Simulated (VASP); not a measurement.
Here is a VASP 6.6.1 calculation.

INCAR

```
  AGGAC = 1.0
  AGGAX = 1.0
  ALDAC = 0.0
  ALDAX = 1.0
  ALGO = Normal
  EDIFF = 1E-7
  EDIFFG = -0.01
  ENCUT = 600
  GGA = B5
  IBRION = 2
  ISIF = 3
  ISMEAR = -1
  LASPH = T
  LCHARG = F
  LREAL = F
  LWAVE = F
  NELM = 100
  NSW = 60
  PREC = Accurate
  SIGMA = 0.05
```

The input KPOINTS:

```
k-points
0
Gamma
  10 10 10
```

POSCAR

```
Sc
1.0
    3.2019616822      0.0000000000      0.0000000000
    1.5021078373      2.8441406042      0.0000000000
    1.5489936237      0.9264468030      2.6741812389
Sc
1
Direct
    0.0000000000      0.0000000000      0.0000000000
```

Potentials or basis: VASP PAW PBE potentials, release 64 (Sc_sv).

Run with:

```bash
$ cat potpaw_PBE.64/Sc_sv/POTCAR > POTCAR
$ mpirun -np 1 vasp_std > vasp.out
```

(1) What does it give for the relaxed cell?

(2) Estimate the relaxed volume.

(3) Estimate the space group after relaxing (to 0.05 Å).

Results:

(1) a = 3.279 Å, b = 3.279 Å, c = 3.289 Å, α = 59.88°, β = 59.89°, γ = 60.19°.

(2) 25.00 Å³/atom.

(3) Fm-3m (No. 225).

Caveat: the PAW data sets were made with another functional, which shifts forces and pressure a little.
